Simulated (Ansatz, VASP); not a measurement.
## One calculation of MgO, two programs

INCAR

```
SYSTEM = MgO
ALGO = Normal
EDIFF = 1E-6
ENCUT = 840
GGA = PE
GGA_COMPAT = .FALSE.
ISIF = 2
ISMEAR = -1
LASPH = .TRUE.
LCHARG = .TRUE.
LELF = .TRUE.
LREAL = .FALSE.
LVHAR = .TRUE.
LWAVE = .FALSE.
NBANDS = 15
NELM = 120
PREC = Accurate
SIGMA = 0.1
```

Contents of KPOINTS:

```
k-points
0
G
  8 8 8
  0 0 0
```

Contents of POSCAR:

```
MgO
1.0
    0.0000000000      2.1782000000      2.1782000000
    2.1782000000      0.0000000000      2.1782000000
    2.1782000000      2.1782000000      0.0000000000
Mg O
1 1
Direct
    0.0000000000      0.0000000000      0.0000000000
    0.5000000000      0.5000000000      0.5000000000
```

Input for Ansatz:

```yaml
crystal:
  lattice:
    - [0.0, 2.1782, 2.1782]
    - [2.1782, 0.0, 2.1782]
    - [2.1782, 2.1782, 0.0]
  atoms:
    - { symbol: Mg, position: [0.0, 0.0, 0.0] }
    - { symbol: O, position: [0.5, 0.5, 0.5] }
hamiltonian:
  xc: pbe
  pseudopotentials: { kind: paw }
basis:
  ecutwfc: 420
kpoints:
  mp_grid: { grid: [8, 8, 8] }
scf:
  occupations: { method: fermi_dirac, width: 0.1 }
  lower_state_search: "off"
  algorithm: density_mixing
  max_iter: 100
  mixing: { algorithm: anderson, ndim: 1, beta: 0.05, preconditioner: none }
output:
  forces: true
  stress: true
```

Alike in both runs: task single point; functional PBE; k mesh 8 × 8 × 8; occupations fermi-dirac, width 0.1 eV; no spin polarisation.

```csv
,VASP,Ansatz
version,VASP 6.6.1,Ansatz 0.2.0
potentials or method,"VASP PAW PBE potentials, release 64 (Mg_sv, O), cutoff 840 eV","PAW, plane waves, scalar-relativistic"
valence electrons in the cell,16,16
```

VASP gave:

| Property | Result |
| --- | --- |
| pressure (GPa) | -9.3 |

Task: Estimate Ansatz's values.

Result: Pressure (GPa): -9.2.
